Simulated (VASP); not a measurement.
Write the native input for VASP 6.6.1 that does the following.

* Task: single point
* Functional: PBE
* Potentials or basis: VASP PAW PBE potentials, release 64 (Zn, Cd, S)
* Cutoff: 520 eV
* k mesh: 4 × 4 × 4
* Occupations: gaussian, width 0.1 eV
* Spin: no spin polarisation
* Dipole correction: no
* Further INCAR settings: ALGO = Normal; EDIFF = 1e-06; NBANDS = 56

The structure of Zn2Cd3S5 lies in POSCAR:

```
Zn2Cd3S5
1.0
    0.0010242371     -4.0419925598      0.0007545173
    4.0440528227     -0.0009768441     -0.0003350544
   -2.0229516740      2.0204849822     14.4126452455
Zn Cd S
2 3 5
Direct
    0.6514378979      0.1529081702      0.3037906249
    0.8488432324      0.3466916675      0.6961733431
    0.4462534821      0.9455685400      0.8923684157
    0.0532500834      0.5541748586      0.1075969288
    0.2503571733      0.7506528736      0.4999863196
    0.8043420960      0.8029473935      0.6080577621
    0.3926987920      0.3914949542      0.7843512958
   -0.0000104425      0.0002918950      0.0000196384
    0.6072616658      0.6087166912      0.2156862372
    0.1955660198      0.1965529564      0.3919694345
```

The input as run:

INCAR

```
PREC     = Accurate       # precision mode
ENCUT    = 520            # plane-wave cutoff, eV
EDIFF    = 1E-6           # SCF threshold, eV
ISMEAR   = 0              # smearing method
SIGMA    = 0.1            # smearing width, eV
LREAL    = False          # projectors in reciprocal space
LASPH    = True           # aspherical terms in the spheres
NELM     = 80             # most SCF steps
ALGO     = Normal         # electronic algorithm
ISIF     = 2              # what is computed and relaxed
LWAVE    = False          # write WAVECAR
LCHARG   = False          # write CHGCAR
GGA      = PE             # functional
NBANDS   = 56             # bands
```

KPOINTS

```
regular mesh
0
Gamma
  4 4 4
```

Potentials or basis: VASP PAW PBE potentials, release 64 (Zn, Cd, S).

The run is started by

```sh
$ cat potpaw_PBE.64/Zn/POTCAR potpaw_PBE.64/Cd/POTCAR potpaw_PBE.64/S/POTCAR > POTCAR
$ mpirun -np 1 vasp_std > vasp.out
```

Results of the run:

The pressure is 0.2 GPa and the largest force is 0.028 eV/Å. The band gap on the k mesh is 1.28 eV.

Run time: 4.6 min on 1 thread of Intel(R) Xeon(R) 6975P-C (Granite Rapids), on a shared host, peak memory 0.54 GiB.
